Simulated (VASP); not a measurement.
Se, 3 atoms in the cell. The structure is trigonal, space group P3_221 (No. 154). Conventional cell: a = 4.326 Å, b = 4.326 Å, c = 4.916 Å, α = 90.00°, β = 90.00°, γ = 120.00°. Within 3.1 Å of Se (site symmetry 2) lie 2 Se at 2.31 Å.  This cell differs from its parent crystal: volume scaled by 0.98.

```yaml
Program: VASP 6.6.1
Task: single point
Functional: PBEsol
Potentials_or_basis: VASP PAW PBE potentials, release 64 (Se)
Cutoff: 520 eV
k_mesh: 8 × 8 × 6
Occupations: fermi-dirac, width 0.02 eV
Spin: no spin polarisation
Dipole_correction: no
Further_INCAR_settings: ALGO = Normal; EDIFF = 1e-06; NBANDS = 16
```

Potentials or basis: VASP PAW PBE potentials, release 64 (Se).

Command:

```sh
$ cat potpaw_PBE.64/Se/POTCAR > POTCAR
$ mpirun -np 1 vasp_std > vasp.out
```

Hardware: 1 thread of AMD EPYC 7R43 64-Core Processor (Zen 3), on a shared host.

Problem. How long does it take, and how much memory?

Solution. Wall time 46 s on 1 thread of AMD EPYC 7R43 64-Core Processor (Zen 3), on a shared host, peak memory 0.17 GiB. Counts: scf iterations 12, k points 50.
